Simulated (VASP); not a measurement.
# Si3C2 (P-3m1) in VASP: further runs, part 2 of 2

VASP 6.6.1. Earlier steps stand in the parts before.

## (3) Single point, PBE, collinear spin, ferromagnetic start

This run uses another cell than the first one, of 14.24 Å³/atom, 1.043 times its volume.

INCAR reads:

```
SYSTEM = Si3C2
PREC = Accurate
ENCUT = 520
EDIFF = 1E-6
ISMEAR = 0
SIGMA = 0.1
LREAL = .FALSE.
LASPH = .TRUE.
NELM = 150
ALGO = Normal
ISIF = 2
LWAVE = .FALSE.
LCHARG = .FALSE.
ISPIN = 2
MAGMOM = 0 0 0 0 0 0 1 1 1 1
LORBIT = 11
GGA = PE
NBANDS = 35
```

KPOINTS reads:

```
regular mesh
0
G
  6 6 1
  0 0 0
```

POSCAR reads:

```
Si3C2
1.0
    2.6702897000      0.0000000000      0.0000000000
   -1.3351448500      2.3125387100      0.0000000000
    0.0000000000      0.0000000000     23.0654654800
Si C
6 4
Direct
    0.3333333300      0.6666666700      0.7500000000
    0.3333333300      0.6666666700      0.9500000000
    0.3333333300      0.6666666700      0.1500000000
    0.6666666700      0.3333333300      0.8500000000
    0.6666666700      0.3333333300      0.0500000000
    0.6666666700      0.3333333300      0.2500000000
    0.3333333300      0.6666666700      0.3500000000
    0.3333333300      0.6666666700      0.5500000000
    0.6666666700      0.3333333300      0.4500000000
    0.6666666700      0.3333333300      0.6500000000
```

Potentials or basis: VASP PAW PBE potentials, release 64 (Si, C).

Command:

```
cat potpaw_PBE.64/Si/POTCAR potpaw_PBE.64/C/POTCAR > POTCAR
mpirun -np 1 vasp_std > vasp.out
```

OUTCAR:

```text
SYSTEM = Si3C2
   PREC = Accurate
   ENCUT = 520
   EDIFF = 1E-6
   ISMEAR = 0
   LREAL = .FALSE.
   LASPH = .TRUE.
   NELM = 150
   ISIF = 2
   ISPIN = 2
   LORBIT = 11
   GGA = PE

 ion  position               nearest neighbor table
   1  0.333  0.667  0.750-   4 2.77   4 2.77   4 2.77
   2  0.333  0.667  0.950-   5 2.77   4 2.77   5 2.77   4 2.77   5 2.77   4 2.77
   3  0.333  0.667  0.150-   5 2.77   6 2.77   5 2.77   6 2.77   5 2.77   6 2.77
   4  0.667  0.333  0.850-   1 2.77   2 2.77   1 2.77   2 2.77   1 2.77   2 2.77
   5  0.667  0.333  0.050-   2 2.77   3 2.77   2 2.77   3 2.77   2 2.77   3 2.77
   6  0.667  0.333  0.250-   3 2.77   3 2.77   3 2.77
   7  0.333  0.667  0.350-
   8  0.333  0.667  0.550-
   9  0.667  0.333  0.450-
  10  0.667  0.333  0.650-

  LATTYP: Found a hexagonal cell.
 ALAT       =     2.6702897000
 C/A-ratio  =     8.6378138971

  Lattice vectors:

 A1 = (   2.6702897000,   0.0000000000,   0.0000000000)
 A2 = (  -1.3351448500,   2.3125387100,   0.0000000000)
 A3 = (   0.0000000000,   0.0000000000,  23.0654654800)

[... 705 lines left out ...]
  volume of cell :      142.43
      direct lattice vectors                 reciprocal lattice vectors
     2.670289700  0.000000000  0.000000000     0.374491202  0.216212597  0.000000000
    -1.335144850  2.312538710  0.000000000     0.000000000  0.432425194  0.000000000
     0.000000000  0.000000000 23.065465480     0.000000000  0.000000000  0.043354859

 POSITION                                       TOTAL-FORCE (eV/Angst)
 -----------------------------------------------------------------------------------
     -0.00000      1.54169     17.29910        -0.000000      0.000000     -1.191805
     -0.00000      1.54169     21.91219        -0.000000     -0.000000     -0.193221
     -0.00000      1.54169      3.45982        -0.000000      0.000000     -0.182999
      1.33514      0.77085     19.60565        -0.000000     -0.000000      0.182999
      1.33514      0.77085      1.15327        -0.000000      0.000000      0.193221
      1.33514      0.77085      5.76637         0.000000     -0.000000      1.191805
     -0.00000      1.54169      8.07291        -0.000000     -0.000000     -0.119921
     -0.00000      1.54169     12.68601         0.000000      0.000000      0.040217
      1.33514      0.77085     10.37946         0.000000      0.000000     -0.040217
      1.33514      0.77085     14.99255         0.000000      0.000000      0.119921
 -----------------------------------------------------------------------------------
    total drift:                                0.000000     -0.000000      0.000000

  FREE ENERGIE OF THE ION-ELECTRON SYSTEM (eV)
  ---------------------------------------------------
  free  energy   TOTEN  =       -44.3117137904 eV

  energy  without entropy=      -44.2839038887  energy(sigma->0) =      -44.29780884

 total charge

# of ion       s       p       d       tot
------------------------------------------
    1        0.835   0.676   0.000   1.510
    2        0.820   0.724   0.000   1.544
    3        0.824   0.727   0.000   1.551
    4        0.824   0.727   0.000   1.551
    5        0.820   0.724   0.000   1.544
    6        0.835   0.676   0.000   1.510
    7        1.069   0.895   0.000   1.965
    8        1.086   0.837   0.000   1.923
    9        1.086   0.837   0.000   1.923
   10        1.069   0.895   0.000   1.965
--------------------------------------------------
tot          9.266   7.719   0.000  16.985

 magnetization (x)

# of ion       s       p       d       tot
------------------------------------------
    1       -0.000  -0.000   0.000  -0.000
    2        0.000   0.000   0.000   0.000
    3       -0.000  -0.000   0.000  -0.000
    4       -0.000  -0.000   0.000  -0.000
    5        0.000   0.000   0.000   0.000
    6       -0.000  -0.000   0.000  -0.000
    7       -0.000  -0.000   0.000  -0.000
    8        0.000   0.000   0.000   0.000
    9        0.000   0.000   0.000   0.000
   10       -0.000  -0.000   0.000  -0.000
--------------------------------------------------
tot         -0.000   0.000   0.000   0.000
```

stdout:

```text
POSCAR found type information on POSCAR SiC
 POSCAR found :  2 types and      10 ions
 scaLAPACK will be used
 LDA part: xc-table for (Slater+PW92), standard interpolation
 POSCAR, INCAR and KPOINTS ok, starting setup
 FFT: planning ... GRIDC
 FFT: planning ... GRID_SOFT
 FFT: planning ... GRID
 WAVECAR not read
 entering main loop
```

Wall time 1.8 min (1 thread of Intel Xeon Platinum 8559C (Emerald Rapids), shared host); peak memory 0.32 GiB.

Results:

- Free energy: -44.3117 eV
- Pressure: -11.5 GPa
- Largest force: 1.192 eV/Å
- Band gap on the k mesh: zero (filled and empty bands overlap)
- Net moment: 0.00 μB per cell
- Valence electrons inside the program's atomic spheres: Si 1.51, 1.54, 1.55; C 1.97, 1.92

Forces on the atoms (eV/Å):
```
Si   0.000  0.000 -1.192
Si   0.000  0.000 -0.193
Si   0.000  0.000 -0.183
Si   0.000  0.000  0.183
Si   0.000  0.000  0.193
Si   0.000  0.000  1.192
C    0.000  0.000 -0.120
C    0.000  0.000  0.040
C    0.000  0.000 -0.040
C    0.000  0.000  0.120
```

Stress tensor (GPa, compression positive):
```
-11.65   0.00   0.00
  0.00 -11.65   0.00
  0.00   0.00 -11.30
```

Caveat: the k points lie up to 0.45 Å⁻¹ apart; forces of over 1 eV/Å act on the atoms, so gaps and moduli don't describe the material at rest.

## (4) Single point, PBE

This run uses another cell than the first one, of 14.09 Å³/atom, 1.032 times its volume.

INCAR reads:

```
PREC = Accurate
ENCUT = 520
EDIFF = 1E-6
ISMEAR = 0
SIGMA = 0.1
LREAL = F
LASPH = T
NELM = 100
ALGO = Normal
ISIF = 2
LWAVE = F
LCHARG = T
GGA = PE
LELF = T
LVHAR = T
NBANDS = 31
```

KPOINTS reads:

```
regular mesh
0
Gamma
  18 18 2
```

POSCAR reads:

```
Si3C2
1.0
    2.5215839613      0.0000000000      0.0000000000
   -1.2607919806      2.1837557683      0.0000000000
    0.0000000000      0.0000000000     25.5948321160
Si C
6 4
Direct
    0.3333333333      0.6666666667      0.7607732909
    0.3333333333      0.6666666667      0.9522543626
    0.3333333333      0.6666666667      0.1447255444
    0.6666666667      0.3333333333      0.8552744556
    0.6666666667      0.3333333333      0.0477456374
    0.6666666667      0.3333333333      0.2392267091
    0.3333333333      0.6666666667      0.4135769803
    0.3333333333      0.6666666667      0.5864109897
    0.6666666667      0.3333333333      0.4135890103
    0.6666666667      0.3333333333      0.5864230197
```

Potentials or basis: VASP PAW PBE potentials, release 64 (Si, C).

Command:

```
cat potpaw_PBE.64/Si/POTCAR potpaw_PBE.64/C/POTCAR > POTCAR
mpirun -np 1 vasp_std > vasp.out
```

OUTCAR:

```text
PREC = Accurate
   ENCUT = 520
   EDIFF = 1E-6
   ISMEAR = 0
   LREAL = F
   LASPH = T
   NELM = 100
   ISIF = 2
   GGA = PE

 ion  position               nearest neighbor table
   1  0.333  0.667  0.761-   4 2.82   4 2.82   4 2.82
   2  0.333  0.667  0.952-   5 2.84   5 2.84   5 2.84   4 2.88   4 2.88   4 2.88
   3  0.333  0.667  0.145-   6 2.82   6 2.82   6 2.82   5 2.88   5 2.88   5 2.88
   4  0.667  0.333  0.855-   1 2.82   1 2.82   1 2.82   2 2.88   2 2.88   2 2.88
   5  0.667  0.333  0.048-   2 2.84   2 2.84   2 2.84   3 2.88   3 2.88   3 2.88
   6  0.667  0.333  0.239-   3 2.82   3 2.82   3 2.82
   7  0.333  0.667  0.414-   9 1.46   9 1.46   9 1.46
   8  0.333  0.667  0.586-  10 1.46  10 1.46  10 1.46
   9  0.667  0.333  0.414-   7 1.46   7 1.46   7 1.46
  10  0.667  0.333  0.586-   8 1.46   8 1.46   8 1.46

  LATTYP: Found a hexagonal cell.
 ALAT       =     2.5215839613
 C/A-ratio  =    10.1502993788

  Lattice vectors:

 A1 = (   2.5215839613,   0.0000000000,   0.0000000000)
 A2 = (  -1.2607919806,   2.1837557683,   0.0000000000)
 A3 = (   0.0000000000,   0.0000000000,  25.5948321160)

Analysis of symmetry for initial positions (statically):
=====================================================================
 Subroutine PRICEL returns:
 Original cell was already a primitive cell.

 Routine SETGRP: Setting up the symmetry group for a
 hexagonal supercell.

 Subroutine GETGRP returns: Found 12 space group operations
 (whereof 12 operations were pure point group operations)
 out of a pool of 24 trial point group operations.

The static configuration has the point symmetry D_3d.

Analysis of symmetry for dynamics (positions and initial velocities):
=====================================================================
 Subroutine PRICEL returns:
 Original cell was already a primitive cell.

[... 144 lines left out ...]
  volume/ion in A,a.u.               =      14.09        95.11
  Fermi-wavevector in a.u.,A,eV,Ry     =   1.075850  2.033061 15.748096  1.157452
  Thomas-Fermi vector in A             =   2.211718
   LORBIT       =      0    0 simple, 1 ext, 2 COOP (PROOUT), +10 PAW based schemes
   GGA     = PE    functional components
   LHFCALC =     F    Hartree Fock is set to
   AEXX    =    0.0000 exact exchange contribution
   IVDW    =     0    specifies the selected vdW correction
   LEPSILON=     F    determine dielectric tensor
   LRPA    =     F    only Hartree local field effects (RPA)
 non-spin polarized calculation
 Gauss-broadening in eV      SIGMA  =   0.10
  energy-cutoff  :      520.00
  volume of cell :      140.94
 maximum number of plane-waves:      3851
 NGX is ok and might be reduce to    20
   NGX =  9   NGY =  9   NGZ = 95

 number of electron      40.0000002 magnetization

 Free energy of the ion-electron system (eV)
  ---------------------------------------------------
  ext. energy  EPLUGINS =         0.00000000
  ---------------------------------------------------
  free energy    TOTEN  =       -65.52449065 eV

  energy without entropy =      -65.51225366  energy(sigma->0) =      -65.51837216

 E-fermi :   6.8034     XC(G=0):  -9.8474

 val. band max:        6.8011760132   @ k =   0.2778   0.1111   0.5000
 cond. band min:       6.8207632332   @ k =   0.2778   0.2778   0.0000
 fundamental gap:      0.0195872201
 Fermi energy:         6.8034260397

 k-point     1 :       0.0000    0.0000    0.0000
  band No.  band energies     occupation
      1     -12.2175      2.00000
      2     -12.2045      2.00000
      3      -8.1625      2.00000
      4      -7.7728      2.00000
      5      -7.1169      2.00000
      6      -6.0643      2.00000
[... 805 lines left out ...]
     30      10.2668      0.00000
     31      10.9021      0.00000

 [... further k-points ...]
[... 5 lines left out ...]
  --------------------------------------------------------------------------------------
  -------------------------------------------------------------------------------------
  Total        0.1008982      0.1008982     -0.0078175      0.0000000      0.0000000      0.0000000
  in kB        1.1470021      1.1470021     -0.0888691      0.0000000      0.0000000      0.0000000
  external PRESSURE =       0.7350450 kB  Pullay stress =       0.0000000 kB

 VOLUME and BASIS-vectors are now :
 -----------------------------------------------------------------------------
  energy-cutoff  :      520.00
  volume of cell :      140.94
      direct lattice vectors                 reciprocal lattice vectors
     2.521583961  0.000000000  0.000000000     0.396576126  0.228963333  0.000000000
    -1.260791981  2.183755768  0.000000000     0.000000000  0.457926667  0.000000000
     0.000000000  0.000000000 25.594832116     0.000000000  0.000000000  0.039070387

 POSITION                                       TOTAL-FORCE (eV/Angst)
 -----------------------------------------------------------------------------------
     -0.00000      1.45584     19.47186        -0.000000     -0.000000      0.001500
     -0.00000      1.45584     24.37279         0.000000     -0.000000      0.000950
     -0.00000      1.45584      3.70423        -0.000000     -0.000000      0.002261
      1.26079      0.72792     21.89061        -0.000000      0.000000     -0.002261
      1.26079      0.72792      1.22204        -0.000000      0.000000     -0.000950
      1.26079      0.72792      6.12297        -0.000000     -0.000000     -0.001500
     -0.00000      1.45584     10.58543        -0.000000     -0.000000      0.005866
     -0.00000      1.45584     15.00909         0.000000      0.000000      0.006248
      1.26079      0.72792     10.58574         0.000000     -0.000000     -0.006248
      1.26079      0.72792     15.00940        -0.000000     -0.000000     -0.005866
 -----------------------------------------------------------------------------------
    total drift:                                0.000000      0.000000     -0.000000

  FREE ENERGIE OF THE ION-ELECTRON SYSTEM (eV)
  ---------------------------------------------------
  free  energy   TOTEN  =       -65.5244906529 eV

  energy  without entropy=      -65.5122536604  energy(sigma->0) =      -65.51837216
```

OSZICAR:

```text
N       E                     dE             d eps       ncg     rms          rms(c)
DAV:   1     0.125294546904E+03    0.12529E+03   -0.17182E+04  4588   0.111E+03
DAV:   2    -0.559518457121E+02   -0.18125E+03   -0.17056E+03  5812   0.200E+02
DAV:   3    -0.678301497189E+02   -0.11878E+02   -0.11570E+02  6035   0.478E+01
DAV:   4    -0.680957460229E+02   -0.26560E+00   -0.26434E+00  6062   0.799E+00
DAV:   5    -0.681041266859E+02   -0.83807E-02   -0.83772E-02  6401   0.135E+00    0.114E+01
DAV:   6    -0.661154307056E+02    0.19887E+01   -0.32844E+00  5648   0.612E+00    0.669E+00
DAV:   7    -0.658929721207E+02    0.22246E+00   -0.40690E+00  5992   0.814E+00    0.248E+00
DAV:   8    -0.657594538882E+02    0.13352E+00   -0.54438E+00  6052   0.726E+00    0.169E+00
DAV:   9    -0.655188111020E+02    0.24064E+00   -0.14231E+00  6795   0.382E+00    0.556E-01
DAV:  10    -0.655231872593E+02   -0.43762E-02   -0.83985E-02  5431   0.114E+00    0.535E-01
DAV:  11    -0.655237140479E+02   -0.52679E-03   -0.71370E-03  6077   0.328E-01    0.450E-01
DAV:  12    -0.655240356156E+02   -0.32157E-03   -0.58517E-04  5609   0.109E-01    0.271E-01
DAV:  13    -0.655244954038E+02   -0.45979E-03   -0.12812E-03  5523   0.162E-01    0.113E-01
DAV:  14    -0.655244708276E+02    0.24576E-04   -0.98980E-05  5565   0.452E-02    0.388E-02
DAV:  15    -0.655244834075E+02   -0.12580E-04   -0.15530E-05  5752   0.184E-02    0.181E-02
DAV:  16    -0.655244908187E+02   -0.74111E-05   -0.16624E-05  5425   0.189E-02    0.662E-03
DAV:  17    -0.655244906529E+02    0.16573E-06   -0.93096E-07  4138   0.440E-03
   1 F= -.65524491E+02 E0= -.65518372E+02  d E =-.122370E-01
```

stdout:

```text
POSCAR found type information on POSCAR SiC
 POSCAR found :  2 types and      10 ions
 scaLAPACK will be used
 LDA part: xc-table for (Slater+PW92), standard interpolation
 POSCAR, INCAR and KPOINTS ok, starting setup
 FFT: planning ... GRIDC
 FFT: planning ... GRID_SOFT
 FFT: planning ... GRID
 WAVECAR not read
 entering main loop
```

It took 5.1 min on 1 thread of Intel Xeon Platinum 8559C (Emerald Rapids), shared host; peak memory 0.41 GiB.

Results:

```
Free energy            : -65.5245 eV
Pressure               : 0.1 GPa
Largest force          : 0.006 eV/Å
Band gap on the k mesh : zero (band 20 reaches 10.94 eV, above the bottom of band 21 at 5.16 eV)
```

Forces in eV/Å, atoms in the order of the input:
```
Si   0.000  0.000  0.002
Si   0.000  0.000  0.001
Si   0.000  0.000  0.002
Si   0.000  0.000 -0.002
Si   0.000  0.000 -0.001
Si   0.000  0.000 -0.002
C    0.000  0.000  0.006
C    0.000  0.000  0.006
C    0.000  0.000 -0.006
C    0.000  0.000 -0.006
```

Stress tensor (GPa, compression positive):
```
 0.11  0.00  0.00
 0.00  0.11  0.00
 0.00  0.00 -0.01
```

Levels at points of the mesh, in eV from the Fermi level:
```csv
k point,band 17,band 18,band 19,band 20,band 21,band 22,band 23,band 24
"(0.00, 0.00, 0.00)",-3.09,-1.22,1.06,3.28,3.85,5.81,6.22,7.85
"(0.50, 0.00, 0.00)",-3.61,-3.01,-2.32,-2.20,-0.47,0.59,1.21,1.52
"(0.00, 0.00, 0.50)",-3.09,-1.22,1.08,3.06,4.38,5.03,6.89,7.85
"(0.50, 0.00, 0.50)",-3.61,-3.01,-2.32,-2.20,-0.47,0.59,1.21,1.50
```

## (5) Overview

| spin | cell | k mesh | gap on the mesh (eV) | pressure (GPa) | moment (μB) | largest force (eV/Å) |
| --- | --- | --- | --- | --- | --- | --- |
| collinear, ferromagnetic start | a = 2.513, b = 2.513, c = 24.979 Å, angles 90.0, 90.0, 120.0°, 10 atoms | 6 × 6 × 1 | none | 0.1 | 0.00 | - |
| collinear, ferromagnetic start | a = 2.670, b = 2.670, c = 23.065 Å, angles 90.0, 90.0, 120.0°, 10 atoms | 6 × 6 × 1 | none | -11.5 | 0.00 | 1.19 |
| off | a = 2.522, b = 2.522, c = 25.595 Å, angles 90.0, 90.0, 120.0°, 10 atoms | 18 × 18 × 2 | none | 0.1 | - | 0.01 |

Alike in all rows: task single point; level PBE; potentials or basis VASP PAW PBE potentials, release 64 (Si, C); cutoff (eV) 520; smearing gaussian 0.1 eV.

Caveats: some runs use coarse meshes; forces of over 1 eV/Å act on the atoms, so gaps and moduli don't describe the material at rest (some runs).

Absolute energies hang on the potentials; compare differences alone.
